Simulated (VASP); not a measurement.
A run of VASP 6.6.1 is set up as follows.

File POSCAR:

```
Al2Ru
1.0
   -1.5604216200      1.5604216200      4.2218055900
    1.5604216200     -1.5604216200      4.2218055900
    1.5604216200      1.5604216200     -4.2218055900
Al Ru
2 1
Direct
    0.6592021900      0.6592021900      0.0000000000
    0.3407978100      0.3407978100      0.0000000000
    0.0000000000      0.0000000000      0.0000000000
```

File INCAR.step1:

```
PREC = Accurate ; ENCUT = 520
ISMEAR = 0 ; SIGMA = 0.1
LREAL = F ; LASPH = T
NELM = 60 ; NBANDS = 17
GGA = PE ; ALGO = Normal
EDIFF = 1E-4 ; LWAVE = T
LCHARG = F
```

Contents of INCAR.step2:

```
PREC = Accurate ; ENCUT = 520
EDIFF = 1E-7 ; ISMEAR = 0
SIGMA = 0.1 ; LREAL = F
LASPH = T ; NELM = 60
ALGO = Normal ; ISIF = 2
LWAVE = F ; LCHARG = T
METAGGA = R2SCAN ; LMIXTAU = T
LELF = T ; LVHAR = T
NBANDS = 17 ; ISTART = 1
```

The input KPOINTS:

```
regular mesh
0
Gamma
  18 18 18
```

Potentials or basis: VASP PAW PBE potentials, release 64 (Al, Ru_pv).

Command:

```sh
$ cat potpaw_PBE.64/Al/POTCAR potpaw_PBE.64/Ru_pv/POTCAR > POTCAR
$ cp INCAR.step1 INCAR
$ mpirun -np 1 vasp_std > vasp.out
$ cp INCAR.step2 INCAR
$ mpirun -np 1 vasp_std > vasp.out
```

Q: Estimate the pressure.

A: 0.0 GPa.

Q: Predict the largest force.

A: 0.005 eV/Å.

Q: Predict the band gap on the k mesh.

A: Zero (bands 10 and 11 overlap by 0.04 eV).

Forces in eV/Å, atoms in the order of the input:
```
Al   0.000  0.000 -0.005
Al   0.000  0.000  0.005
Ru   0.000  0.000  0.000
```

Caveat: the PAW data sets were made with another functional, which shifts forces and pressure a little.
